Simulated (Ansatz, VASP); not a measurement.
## NaI: VASP beside Ansatz

The input INCAR:

```
ALGO = Normal
EDIFF = 1E-6
ENCUT = 520
GGA = PE
ISIF = 2
ISMEAR = 0
LASPH = True
LCHARG = False
LREAL = False
LWAVE = False
NBANDS = 14
NELM = 100
PREC = Accurate
SIGMA = 0.01
```

File KPOINTS:

```
k-points
0
Gamma
  2 2 2
```

The input POSCAR:

```
NaI
1.0
    0.0000000000      3.2297205894      3.2297205894
    3.2297205894      0.0000000000      3.2297205894
    3.2297205894      3.2297205894      0.0000000000
Na I
1 1
Direct
    0.0000000000      0.0000000000      0.0000000000
    0.5000000000      0.5000000000      0.5000000000
```

Input for Ansatz:

```yaml
crystal:
  lattice:
    - [0.0, 3.2297205894, 3.2297205894]
    - [3.2297205894, 0.0, 3.2297205894]
    - [3.2297205894, 3.2297205894, 0.0]
  atoms:
    - { symbol: Na, position: [0.0, 0.0, 0.0] }
    - { symbol: I, position: [0.5, 0.5, 0.5] }
kpoints:
  mp_grid: { grid: [2, 2, 2] }
hamiltonian:
  xc: pbe
scf:
  occupations: { method: fixed }
  n_extra_bands: 4
output:
  forces: true
  stress: true
  eigenvalues: true
```

Alike in both runs: task single point; functional PBE; k mesh 2 × 2 × 2; no spin polarisation.

|  | VASP | Ansatz |
| --- | --- | --- |
| version | VASP 6.6.1 | Ansatz 0.2.0 |
| potentials or method | VASP PAW PBE potentials, release 64 (Na_pv, I) | plane waves |
| plane-wave cutoff (eV) | 520 | 420 |
| occupations | gaussian, width 0.01 eV | fixed |
| valence electrons in the cell | 14 | 26 |

```csv
,VASP,Ansatz,Ansatz less VASP
gap on the k mesh at the Fermi level (eV),3.59,3.59,+0.004
pressure (GPa),2.8,2.8,-0.02
```

VASP's potentials hold 14 valence electrons a cell and Ansatz's 26, so a difference there can come from the potentials and not from the codes.

The k mesh is coarse, so the values compare programs but aren't converged. Neither program's run includes spin-orbit coupling.
